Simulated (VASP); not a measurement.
Input of a VASP 6.6.1 run:

Contents of INCAR:

```
PREC     = Accurate       # precision mode
ENCUT    = 520            # plane-wave cutoff, eV
EDIFF    = 1E-7           # SCF threshold, eV
ISMEAR   = -1             # smearing method
SIGMA    = 0.02           # smearing width, eV
LREAL    = False          # projectors in reciprocal space
LASPH    = True           # aspherical terms in the spheres
NELM     = 60             # most SCF steps
ALGO     = Normal         # electronic algorithm
ISIF     = 2              # what is computed and relaxed
LWAVE    = False          # write WAVECAR
LCHARG   = False          # write CHGCAR
NBANDS   = 12             # bands
```

Contents of KPOINTS:

```
Automatic mesh
0
Gamma
  10 10 10
```

Contents of POSCAR:

```
LiF
1.0
    0.0000000000      2.1025564441      2.1025564441
    2.1025564441      0.0000000000      2.1025564441
    2.1025564441      2.1025564441      0.0000000000
Li F
1 1
Direct
    0.0000000000      0.0000000000      0.0000000000
    0.2500000000      0.2500000000      0.2500000000
```

Potentials or basis: VASP PAW LDA potentials, release 64 (Li_sv, F).

Launch:

```console
$ cat potpaw_LDA.64/Li_sv/POTCAR potpaw_LDA.64/F/POTCAR > POTCAR
$ mpirun -np 1 vasp_std > vasp.out
```

What does it give for the band gap on the k mesh?

7.94 eV, direct.

 Expect the measured gap to be larger: semilocal functionals such as LDA lack the derivative discontinuity.
